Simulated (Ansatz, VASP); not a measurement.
# One calculation of Cd5HgO6, two programs

File INCAR:

```
ALGO = Normal ; EDIFF = 1E-6
ENCUT = 520 ; GGA = PE
ISIF = 2 ; ISMEAR = 0
LASPH = True ; LCHARG = False
LREAL = False ; LWAVE = False
NBANDS = 66 ; NELM = 100
PREC = Accurate ; SIGMA = 0.2
```

Contents of KPOINTS:

```
k-points
0
Gamma
  6 6 2
```

Contents of POSCAR:

```
Cd5HgO6
1.0
    3.3865891042      0.0000000289      0.0000000000
   -1.6932945771      2.9328721820      0.0000000000
    0.0000000000      0.0000000000     16.6440321000
Cd Hg O
5 1 6
Direct
    0.6666666667      0.3333333333      0.6705630000
    0.3333333333      0.6666666667      0.3294370000
    0.6666666667      0.3333333333      0.1646750000
    0.0000000000      0.0000000000      0.0000000000
    0.3333333333      0.6666666667      0.8353250000
    0.0000000000      0.0000000000      0.5000000000
    0.3333333333      0.6666666667      0.5902910000
    0.6666666667      0.3333333333      0.4097090000
    0.0000000000      0.0000000000      0.2469240000
    0.3333333333      0.6666666667      0.0823120000
    0.6666666667      0.3333333333      0.9176880000
    0.0000000000      0.0000000000      0.7530760000
```

Input for Ansatz:

```yaml
crystal:
  lattice:
    - [3.3865891042, 2.89e-08, 0.0]
    - [-1.6932945771, 2.932872182, 0.0]
    - [0.0, 0.0, 16.6440321]
  atoms:
    - { symbol: Cd, position: [0.6666666667, 0.3333333333, 0.670563] }
    - { symbol: Cd, position: [0.3333333333, 0.6666666667, 0.329437] }
    - { symbol: Cd, position: [0.6666666667, 0.3333333333, 0.164675] }
    - { symbol: Cd, position: [0.0, 0.0, 0.0] }
    - { symbol: Cd, position: [0.3333333333, 0.6666666667, 0.835325] }
    - { symbol: Hg, position: [0.0, 0.0, 0.5] }
    - { symbol: O, position: [0.3333333333, 0.6666666667, 0.590291] }
    - { symbol: O, position: [0.6666666667, 0.3333333333, 0.409709] }
    - { symbol: O, position: [0.0, 0.0, 0.246924] }
    - { symbol: O, position: [0.3333333333, 0.6666666667, 0.082312] }
    - { symbol: O, position: [0.6666666667, 0.3333333333, 0.917688] }
    - { symbol: O, position: [0.0, 0.0, 0.753076] }
basis:
  ecutwfc: 420
kpoints:
  mp_grid: { grid: [6, 6, 2] }
hamiltonian:
  xc: pbe
scf:
  occupations: { method: gaussian, width: 0.2 }
  lower_state_search: "off"
output:
  forces: true
  stress: true
  eigenvalues: true
```

Alike in both runs: task single point; functional PBE; k mesh 6 × 6 × 2; occupations gaussian, width 0.2 eV; no spin polarisation.

|  | VASP | Ansatz |
| --- | --- | --- |
| version | VASP 6.6.1 | Ansatz 0.2.0 |
| potentials or method | VASP PAW PBE potentials, release 64 (Cd, Hg, O), cutoff 520 eV | scalar-relativistic, plane waves, PAW |
| valence electrons in the cell | 108 | 156 |

```tsv
	VASP	Ansatz	Ansatz less VASP
gap on the k mesh at the Fermi level (eV)	none	none	-
pressure (GPa)	1.1	0.0	-1.13
rms of the force components (eV/Å)	0.005	0.002	-0.0023
```

Atom by atom the forces differ by 0.002 eV/Å (rms over components). A gap of «none» marks a metal or a gap that the smearing closes. VASP's potentials hold 108 valence electrons a cell and Ansatz's 156, so a difference there can come from the potentials and not from the codes.

Spin-orbit coupling is off throughout.
